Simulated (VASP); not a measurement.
# Ba3TaH9 (P-3m1) in VASP: further runs

Ba3TaH9 is run at these levels: PBE; tasks: single point, relaxation of cell and atoms.

Everything below comes from runs of VASP 6.6.1. Logs are shortened: lines on timing, memory, paths and dates and some standing lists are left out, and cuts for length are marked.

**1. The cell of the first run**

The structure is trigonal, space group P-3m1 (No. 164). Conventional cell: a = 5.793 Å, b = 5.793 Å, c = 7.146 Å, α = 90.00°, β = 90.00°, γ = 120.00°. Ba (site symmetry 3m) has 12 H at 2.60 to 3.22 Å within 3.4 Å. Within 3.9 Å of Ba (site symmetry -3m) lie 12 H at 2.90 to 2.93 Å and 2 Ta at 3.57 Å and 6 Ba at 3.89 Å. Within 2.5 Å of Ta (site symmetry -3m) lie 6 H at 1.90 Å. Within 2.5 Å of H (site symmetry m) lie 1 Ta at 1.90 Å. H (site symmetry 2/m) has 4 Ba at 2.60 to 2.90 Å and 8 H at 2.90 to 3.03 Å within 3.4 Å.

**2. Single point, PBE**

INCAR

```
ALGO     = Normal         # electronic algorithm
EDIFF    = 1E-6           # SCF threshold, eV
ENCUT    = 520            # plane-wave cutoff, eV
GGA      = PE             # functional
ISIF     = 2              # what is computed and relaxed
ISMEAR   = 0              # smearing method
LASPH    = T              # aspherical terms in the spheres
LCHARG   = F              # write CHGCAR
LREAL    = F              # projectors in reciprocal space
LWAVE    = F              # write WAVECAR
NBANDS   = 37             # bands
NELM     = 100            # most SCF steps
PREC     = Accurate       # precision mode
SIGMA    = 0.1            # smearing width, eV
```

KPOINTS

```
k-points
0
Gamma
  3 3 2
```

POSCAR

```
Ba3TaH9
1.0
    5.7929488426      0.0000000000      0.0000000000
   -2.8964744213      5.0168408605      0.0000000000
    0.0000000000      0.0000000000      7.1459472403
Ba Ta H
3 1 9
Direct
    0.6666666667      0.3333333333      0.7209266194
    0.0000000000      0.0000000000      0.0000000000
    0.3333333333      0.6666666667      0.2790733806
    0.0000000000      0.0000000000      0.5000000000
    0.1547776092      0.3095552184      0.6530971480
    0.6904447816      0.8452223908      0.6530971480
    0.1547776092      0.8452223908      0.6530971480
    0.5000000000      0.0000000000      0.0000000000
    0.0000000000      0.5000000000      0.0000000000
    0.5000000000      0.5000000000      0.0000000000
    0.8452223908      0.6904447816      0.3469028520
    0.3095552184      0.1547776092      0.3469028520
    0.8452223908      0.1547776092      0.3469028520
```

Potentials or basis: VASP PAW PBE potentials, release 64 (Ba_sv, Ta_pv, H).

Launch:

```console
> cat potpaw_PBE.64/Ba_sv/POTCAR potpaw_PBE.64/Ta_pv/POTCAR potpaw_PBE.64/H/POTCAR > POTCAR
> mpirun -np 1 vasp_std > vasp.out
```

OUTCAR:

```text
EDIFF = 1E-6
   ENCUT = 520
   GGA = PE
   ISIF = 2
   ISMEAR = 0
   LASPH = T
   LREAL = F
   NELM = 100
   PREC = Accurate

 ion  position               nearest neighbor table
   1  0.667  0.333  0.721-   8 2.60   9 2.60  10 2.60   4 3.70   4 3.70   4 3.70   2 3.89   2 3.89
                             2 3.89   3 4.60   3 4.60   3 4.60
   2  0.000  0.000  0.000-   4 3.57   4 3.57   1 3.89   3 3.89   3 3.89   1 3.89   1 3.89   3 3.89

   3  0.333  0.667  0.279-   8 2.60   9 2.60  10 2.60   4 3.70   4 3.70   4 3.70   2 3.89   2 3.89
                             2 3.89   1 4.60   1 4.60   1 4.60
   4  0.000  0.000  0.500-   5 1.90  11 1.90   6 1.90  12 1.90   7 1.90  13 1.90   2 3.57   2 3.57
                             3 3.70   1 3.70   3 3.70   1 3.70   1 3.70   3 3.70
   5  0.155  0.310  0.653-   4 1.90
   6  0.690  0.845  0.653-   4 1.90
   7  0.155  0.845  0.653-   4 1.90
   8  0.500  0.000  0.000-   1 2.60   3 2.60
   9  0.000  0.500  0.000-   1 2.60   3 2.60
  10  0.500  0.500  0.000-   1 2.60   3 2.60
  11  0.845  0.690  0.347-   4 1.90
  12  0.310  0.155  0.347-   4 1.90
  13  0.845  0.155  0.347-   4 1.90

  LATTYP: Found a hexagonal cell.
 ALAT       =     5.7929488426
 C/A-ratio  =     1.2335595281

  Lattice vectors:

 A1 = (   5.7929488426,   0.0000000000,   0.0000000000)
 A2 = (  -2.8964744213,   5.0168408605,   0.0000000000)
 A3 = (   0.0000000000,   0.0000000000,   7.1459472403)

Analysis of symmetry for initial positions (statically):
=====================================================================
 Subroutine PRICEL returns:
 Original cell was already a primitive cell.

 Routine SETGRP: Setting up the symmetry group for a
 hexagonal supercell.

 Subroutine GETGRP returns: Found 12 space group operations
 (whereof 12 operations were pure point group operations)
 out of a pool of 24 trial point group operations.

The static configuration has the point symmetry D_3d.

Analysis of symmetry for dynamics (positions and initial velocities):
=====================================================================
 Subroutine PRICEL returns:
 Original cell was already a primitive cell.

 Routine SETGRP: Setting up the symmetry group for a
 hexagonal supercell.

[... 115 lines left out ...]
   POTIM  = 0.5000    time-step for ionic-motion
   TEBEG  =    0.0;   TEEND  =   0.0 temperature during run
   PSTRESS=    0.0 pullay stress
   NELECT =      50.0000    total number of electrons
   NUPDOWN=      -1.0000    fix difference up-down
   EMIN   =  10.00;   EMAX   =-10.00  energy-range for DOS
   EFERMI =   0.00;   METHOD = LEGACY
   ISMEAR =     0;   SIGMA  =   0.10  broadening in eV -4-tet -1-fermi 0-gaus
   EFERMI_NEDOS =   21; number of points for ismear=-14 and -15
   IALGO  =     38    algorithm
   IMIX   =      4    mixing-type and parameters
     AMIX     =   0.40;   BMIX     =  1.00
     AMIX_MAG =   1.60;   BMIX_MAG =  1.00
  volume/ion in A,a.u.               =      15.98       107.81
  Fermi-wavevector in a.u.,A,eV,Ry     =   1.018439  1.924570 14.112199  1.037217
  Thomas-Fermi vector in A             =   2.151896
   LORBIT       =      0    0 simple, 1 ext, 2 COOP (PROOUT), +10 PAW based schemes
   GGA     = PE    functional components
   LHFCALC =     F    Hartree Fock is set to
   AEXX    =    0.0000 exact exchange contribution
   IVDW    =     0    specifies the selected vdW correction
   LEPSILON=     F    determine dielectric tensor
   LRPA    =     F    only Hartree local field effects (RPA)
 non-spin polarized calculation
 Gauss-broadening in eV      SIGMA  =   0.10
  energy-cutoff  :      520.00
  volume of cell :      207.68
 maximum number of plane-waves:      5607
 NGX is ok and might be reduce to    48
   NGX = 21   NGY = 21   NGZ = 27

 number of electron      49.9999996 magnetization

 Free energy of the ion-electron system (eV)
  ---------------------------------------------------
  ext. energy  EPLUGINS =         0.00000000
  ---------------------------------------------------
  free energy    TOTEN  =       -50.06177964 eV

  energy without entropy =      -50.00753793  energy(sigma->0) =      -50.03465878

 E-fermi :   1.0948     XC(G=0):  -8.5718

 val. band max:        1.0221266671   @ k =   0.3333  -0.0000   0.0000
 cond. band min:       1.1267013726   @ k =   0.3333  -0.0000   0.5000
 fundamental gap:      0.1045747055
 Fermi energy:         1.0947522675

 k-point     1 :       0.0000    0.0000    0.0000
  band No.  band energies     occupation
      1     -33.6609      2.00000
      2     -33.6609      2.00000
      3     -33.5044      2.00000
      4     -26.2866      2.00000
      5     -26.1870      2.00000
      6     -26.1357      2.00000
[... 229 lines left out ...]
     36       5.9062      0.00000
     37       5.9812      0.00000

------------------------ aborting loop because EDIFF is reached ----------------------------------------

  FORCE on cell =-STRESS in cart. coord.  units (eV):
  Direction    XX          YY          ZZ          XY          YZ          ZX
  --------------------------------------------------------------------------------------
  -------------------------------------------------------------------------------------
  Total        0.3221409      0.3221409      0.5286295      0.0000000      0.0000000      0.0000000
  in kB        2.4852301      2.4852301      4.0782337      0.0000000      0.0000000      0.0000000
  external PRESSURE =       3.0162313 kB  Pullay stress =       0.0000000 kB

 VOLUME and BASIS-vectors are now :
 -----------------------------------------------------------------------------
  energy-cutoff  :      520.00
  volume of cell :      207.68
      direct lattice vectors                 reciprocal lattice vectors
     5.792948843  0.000000000  0.000000000     0.172623655  0.099664313  0.000000000
    -2.896474421  5.016840861  0.000000000     0.000000000  0.199328627  0.000000000
     0.000000000  0.000000000  7.145947240     0.000000000  0.000000000  0.139939460

 POSITION                                       TOTAL-FORCE (eV/Angst)
 -----------------------------------------------------------------------------------
      2.89647      1.67228      5.15170         0.000000      0.000000     -0.030432
      0.00000      0.00000      0.00000         0.000000      0.000000      0.000000
     -0.00000      3.34456      1.99424         0.000000     -0.000000      0.030432
      0.00000      0.00000      3.57297         0.000000      0.000000      0.000000
      0.00000      1.55299      4.66700         0.000000     -0.000160     -0.003150
      1.55155      4.24035      4.66700         0.000138      0.000080     -0.003150
     -1.55155      4.24035      4.66700        -0.000138      0.000080     -0.003150
      2.89647      0.00000      0.00000         0.000000      0.000000      0.000000
     -1.44824      2.50842      0.00000         0.000000      0.000000      0.000000
      1.44824      2.50842      0.00000         0.000000      0.000000      0.000000
      2.89647      3.46385      2.47895         0.000000      0.000160      0.003150
      1.34493      0.77649      2.47895        -0.000138     -0.000080      0.003150
      4.44802      0.77649      2.47895         0.000138     -0.000080      0.003150
 -----------------------------------------------------------------------------------
    total drift:                                0.000000      0.000000      0.000000

  FREE ENERGIE OF THE ION-ELECTRON SYSTEM (eV)
  ---------------------------------------------------
  free  energy   TOTEN  =       -50.0617796353 eV

  energy  without entropy=      -50.0075379272  energy(sigma->0) =      -50.03465878
```

OSZICAR:

```text
N       E                     dE             d eps       ncg     rms          rms(c)
DAV:   1     0.319956868563E+03    0.31996E+03   -0.22417E+04   460   0.118E+03
DAV:   2    -0.295986345083E+02   -0.34956E+03   -0.33767E+03   586   0.260E+02
DAV:   3    -0.533732823203E+02   -0.23775E+02   -0.23561E+02   624   0.656E+01
DAV:   4    -0.542815961947E+02   -0.90831E+00   -0.90666E+00   704   0.103E+01
DAV:   5    -0.542942617968E+02   -0.12666E-01   -0.12662E-01   547   0.124E+00    0.168E+01
DAV:   6    -0.506477203476E+02    0.36465E+01   -0.77462E+00   515   0.996E+00    0.687E+00
DAV:   7    -0.500540888543E+02    0.59363E+00   -0.19844E+00   547   0.469E+00    0.240E+00
DAV:   8    -0.500524044820E+02    0.16844E-02   -0.22279E-01   656   0.147E+00    0.686E-01
DAV:   9    -0.500582797885E+02   -0.58753E-02   -0.17774E-02   584   0.550E-01    0.287E-01
DAV:  10    -0.500615814376E+02   -0.33016E-02   -0.85252E-03   512   0.390E-01    0.775E-02
DAV:  11    -0.500616685124E+02   -0.87075E-04   -0.57241E-04   640   0.956E-02    0.502E-02
DAV:  12    -0.500617765093E+02   -0.10800E-03   -0.53281E-04   528   0.889E-02    0.244E-02
DAV:  13    -0.500617764967E+02    0.12657E-07   -0.80295E-05   536   0.325E-02    0.762E-03
DAV:  14    -0.500617800404E+02   -0.35437E-05   -0.13250E-05   520   0.139E-02    0.328E-03
DAV:  15    -0.500617796353E+02    0.40513E-06   -0.83582E-07   384   0.386E-03
   1 F= -.50061780E+02 E0= -.50034659E+02  d E =-.542417E-01
```

stdout:

```text
POSCAR found type information on POSCAR BaTaH
 POSCAR found :  3 types and      13 ions
 scaLAPACK will be used
 LDA part: xc-table for (Slater+PW92), standard interpolation
 POSCAR, INCAR and KPOINTS ok, starting setup
 FFT: planning ... GRIDC
 FFT: planning ... GRID_SOFT
 FFT: planning ... GRID
 WAVECAR not read
 entering main loop
```

Run time: 49 s. Hardware: 1 thread of Intel Xeon 6975P-C (Granite Rapids), shared host; peak memory 0.36 GiB.

What came out:

```
Free energy            : -50.0618 eV
Pressure               : 0.3 GPa
Largest force          : 0.030 eV/Å
Band gap on the k mesh : zero (bands 25 and 26 overlap by 0.15 eV)
```

Forces on the atoms (eV/Å):
```
Ba   0.000  0.000 -0.030
Ba   0.000  0.000  0.000
Ba   0.000  0.000  0.030
Ta   0.000  0.000  0.000
H    0.000  0.000 -0.003
H    0.000  0.000 -0.003
H    0.000  0.000 -0.003
H    0.000  0.000  0.000
H    0.000  0.000  0.000
H    0.000  0.000  0.000
H    0.000  0.000  0.003
H    0.000  0.000  0.003
H    0.000  0.000  0.003
```

Levels at points of the mesh, in eV from the Fermi level:
```tsv
k point	band 21	band 22	band 23	band 24	band 25	band 26	band 27	band 28
(0.00, 0.00, 0.00)	-2.67	-2.59	-1.46	-1.46	-0.28	0.18	0.18	3.04
(0.00, 0.00, 0.50)	-2.99	-2.37	-1.11	-1.11	0.07	0.07	0.35	3.46
```

Caveat: the k points lie up to 0.44 Å⁻¹ apart; spin-orbit coupling is left out, which moves the levels of the heavy elements.

**3. Single point, PBE**

This run uses another cell than the first one, of 22.46 Å³/atom.

INCAR

```
SYSTEM = Ba3TaH9
  ALGO = Normal
  EDIFF = 1E-6
  ENCUT = 520
  GGA = PE
  ISIF = 2
  ISMEAR = 0
  LASPH = .True.
  LCHARG = .False.
  LREAL = .False.
  LWAVE = .False.
  NBANDS = 37
  NELM = 100
  PREC = Accurate
  SIGMA = 0.1
```

KPOINTS

```
k-points
0
Gamma
  3 3 2
  0 0 0
```

POSCAR

```
Ba3TaH9
1.0
    6.4439100000      0.0000000000      0.0000000000
   -3.2219550000      5.5805897600      0.0000000000
    0.0000000000      0.0000000000      8.1193266000
Ba Ta H
3 1 9
Direct
    0.6666666700      0.3333333300      0.6666666700
    0.0000000000      0.0000000000      0.0000000000
    0.3333333300      0.6666666700      0.3333333300
    0.0000000000      0.0000000000      0.5000000000
    0.1666666700      0.3333333300      0.6666666700
    0.6666666700      0.8333333300      0.6666666700
    0.1666666700      0.8333333300      0.6666666700
    0.5000000000      0.0000000000      0.0000000000
    0.0000000000      0.5000000000      0.0000000000
    0.5000000000      0.5000000000      0.0000000000
    0.8333333300      0.6666666700      0.3333333300
    0.3333333300      0.1666666700      0.3333333300
    0.8333333300      0.1666666700      0.3333333300
```

Potentials or basis: VASP PAW PBE potentials, release 64 (Ba_sv, Ta_pv, H).

Launch:

```console
> cat potpaw_PBE.64/Ba_sv/POTCAR potpaw_PBE.64/Ta_pv/POTCAR potpaw_PBE.64/H/POTCAR > POTCAR
> mpirun -np 1 vasp_std > vasp.out
```

Wall time 79 s (1 thread of Intel Xeon 6975P-C (Granite Rapids), shared host); peak memory 0.39 GiB.

The run converged. Its results:

```
Free energy            : -45.2063 eV
Pressure               : -8.9 GPa
Largest force          : 1.717 eV/Å
Band gap on the k mesh : zero (bands 25 and 26 overlap by 0.14 eV)
```

Forces on the atoms (eV/Å):
```
Ba   0.000  0.000  0.843
Ba   0.000  0.000  0.000
Ba   0.000  0.000 -0.843
Ta   0.000  0.000  0.000
H    0.000 -1.346 -1.065
H    1.166  0.673 -1.065
H   -1.166  0.673 -1.065
H    0.000  0.000  0.000
H    0.000  0.000  0.000
H    0.000  0.000  0.000
H    0.000  1.346  1.065
H   -1.166 -0.673  1.065
H    1.166 -0.673  1.065
```

Stress tensor (GPa, compression positive):
```
-8.54  0.00  0.00
 0.00 -8.54  0.00
 0.00  0.00 -9.57
```

Levels at points of the mesh, in eV from the Fermi level:
```
           k point  band 22  band 23  band 24  band 25  band 26  band 27  band 28  band 29
(0.00, 0.00, 0.00)    -1.78    -0.32    -0.32    -0.11     0.11     0.11     2.54     2.54
(0.00, 0.00, 0.50)    -1.61    -0.23    -0.23     0.12     0.12     0.19     2.49     2.66
```

Caveat: the k points lie up to 0.39 Å⁻¹ apart; spin-orbit coupling is left out, which moves the levels of the heavy elements; forces of over 1 eV/Å act on the atoms, so gaps and moduli don't describe the material at rest.

**4. Single point, PBE**

This run uses another cell than the first one, of 16.06 Å³/atom.

INCAR

```
SYSTEM = Ba3TaH9
ALGO = Normal ; EDIFF = 1E-6
ENCUT = 520 ; GGA = PE
ISIF = 2 ; ISMEAR = 0
LASPH = .TRUE. ; LCHARG = .TRUE.
LELF = .TRUE. ; LREAL = .FALSE.
LVHAR = .TRUE. ; LWAVE = .FALSE.
NBANDS = 37 ; NELM = 60
PREC = Accurate ; SIGMA = 0.1
```

KPOINTS

```
k-points
0
G
  3 3 4
  0 0 0
```

POSCAR

```
Ba3TaH9
1.0
    5.7676888582      0.0000000000      0.0000000000
   -2.8838444291      4.9949650723      0.0000000000
    0.0000000000      0.0000000000      7.2448449869
Ba Ta H
3 1 9
Direct
    0.6666666667      0.3333333333      0.7239424259
    0.0000000000      0.0000000000      0.0000000000
    0.3333333333      0.6666666667      0.2760575741
    0.0000000000      0.0000000000      0.5000000000
    0.1522596936      0.3045193873      0.6571577208
    0.6954806127      0.8477403064      0.6571577208
    0.1522596936      0.8477403064      0.6571577208
    0.5000000000      0.0000000000      0.0000000000
    0.0000000000      0.5000000000      0.0000000000
    0.5000000000      0.5000000000      0.0000000000
    0.8477403064      0.6954806127      0.3428422792
    0.3045193873      0.1522596936      0.3428422792
    0.8477403064      0.1522596936      0.3428422792
```

Launch:

```console
> cat potpaw_PBE.64/Ba_sv/POTCAR potpaw_PBE.64/Ta_pv/POTCAR potpaw_PBE.64/H/POTCAR > POTCAR
> mpirun -np 1 vasp_std > vasp.out
```

Run time: 70 s. Hardware: 1 thread of Intel Xeon 6975P-C (Granite Rapids), shared host; peak memory 0.37 GiB.

Results (log left out):

- Free energy: -49.9771 eV
- Pressure: 0.4 GPa
- Largest force: 0.067 eV/Å
- Band gap on the k mesh: zero (bands 25 and 26 overlap by 0.14 eV)

Forces in eV/Å, atoms in the order of the input:
```
Ba   0.000  0.000 -0.067
Ba   0.000  0.000  0.000
Ba   0.000  0.000  0.067
Ta   0.000  0.000  0.000
H    0.000  0.011 -0.007
H   -0.009 -0.005 -0.007
H    0.009 -0.005 -0.007
H    0.000  0.000  0.000
H    0.000  0.000  0.000
H    0.000  0.000  0.000
H    0.000 -0.011  0.007
H    0.009  0.005  0.007
H   -0.009  0.005  0.007
```

Stress tensor (GPa, compression positive):
```
0.34 0.00 0.00
0.00 0.34 0.00
0.00 0.00 0.57
```

Levels at points of the mesh, in eV from the Fermi level:
```
           k point  band 22  band 23  band 24  band 25  band 26  band 27  band 28  band 29
(0.00, 0.00, 0.00)    -2.65    -1.53    -1.53    -0.31     0.16     0.16     2.93     2.93
(0.00, 0.00, 0.50)    -2.49    -1.19    -1.19     0.03     0.03     0.23     3.34     3.50
```

Caveat: the k points lie up to 0.42 Å⁻¹ apart; spin-orbit coupling is left out, which moves the levels of the heavy elements.

(Continued in part 2 of 3.)
